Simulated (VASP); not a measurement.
Write the native input for VASP 6.6.1 that does the following.

```
Task                   : single point
Functional             : LDA
Potentials or basis    : VASP PAW LDA potentials, release 64 (As)
Cutoff                 : 520 eV
k mesh                 : 18 × 18 × 18
Occupations            : gaussian, width 0.15 eV
Spin                   : no spin polarisation
Dipole correction      : no
Further INCAR settings : ALGO = Normal; EDIFF = 1e-07; NBANDS = 8
```

The structure of As lies in POSCAR:

```
As
1.0
    2.7036817444      0.0000000000      0.0000000000
    0.0000000000      2.7036817444      0.0000000000
    0.0000000000      0.0000000000      2.6225712921
As
1
Direct
    0.5000000000      0.5000000000      0.5000000000
```

This cell differs from its parent crystal: strain +0.000 along x and y, -0.030 along z.

One way to write it, as run:

INCAR

```
SYSTEM = As
PREC     = Accurate       ! precision mode
ENCUT    = 520            ! plane-wave cutoff, eV
EDIFF    = 1E-7           ! SCF threshold, eV
ISMEAR   = 0              ! smearing method
SIGMA    = 0.15           ! smearing width, eV
LREAL    = .FALSE.        ! projectors in reciprocal space
LASPH    = .TRUE.         ! aspherical terms in the spheres
NELM     = 60             ! most SCF steps
ALGO     = Normal         ! electronic algorithm
ISIF     = 2              ! what is computed and relaxed
LWAVE    = .FALSE.        ! write WAVECAR
LCHARG   = .FALSE.        ! write CHGCAR
GGA      = CA             ! functional
NBANDS   = 8              ! bands
```

KPOINTS

```
Automatic mesh
0
G
  18 18 18
  0 0 0
```

Potentials or basis: VASP PAW LDA potentials, release 64 (As).

Command:

```sh
$ cat potpaw_LDA.64/As/POTCAR > POTCAR
$ mpirun -np 1 vasp_std > vasp.out
```

Results of the run:

| Quantity | Value |
| --- | --- |
| Pressure | 0.3 GPa |
| Band gap on the k mesh | zero (an odd number of electrons rules out a gap without spin polarisation) |

Caveat: the cell differs from its parent crystal (strain +0.000 along x and y, -0.030 along z).

Wall time 86 s on 1 thread of AMD EPYC 7R13 (shared host), peak memory 0.15 GiB.
